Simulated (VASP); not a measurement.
Here is a VASP 6.6.1 calculation.

The input INCAR:

```
SYSTEM = CaO
PREC = Accurate
ENCUT = 520
EDIFF = 1E-6
ISMEAR = 0
SIGMA = 0.01
LREAL = .False.
LASPH = .True.
NELM = 60
ALGO = Normal
ISIF = 2
LWAVE = .False.
LCHARG = .True.
GGA = PE
LELF = .True.
LVHAR = .True.
NBANDS = 15
```

Contents of KPOINTS:

```
Automatic mesh
0
Gamma
  7 7 7
  0 0 0
```

The input POSCAR:

```
CaO
1.0
    0.0000000000      2.3447674517      2.3447674517
    2.3447674517      0.0000000000      2.3447674517
    2.3447674517      2.3447674517      0.0000000000
Ca O
1 1
Direct
    0.0000000000      0.0000000000      0.0000000000
    0.5000000000      0.5000000000      0.5000000000
```

Potentials or basis: VASP PAW PBE potentials, release 64 (Ca_sv, O).

Run with:

```console
$ cat potpaw_PBE.64/Ca_sv/POTCAR potpaw_PBE.64/O/POTCAR > POTCAR
$ mpirun -np 1 vasp_std > vasp.out
```

(1) Estimate the band gap on the k mesh.

(2) Predict the pressure.

Answers

(1) 3.70 eV, indirect (least direct gap 4.06 eV).

(2) 12.2 GPa.
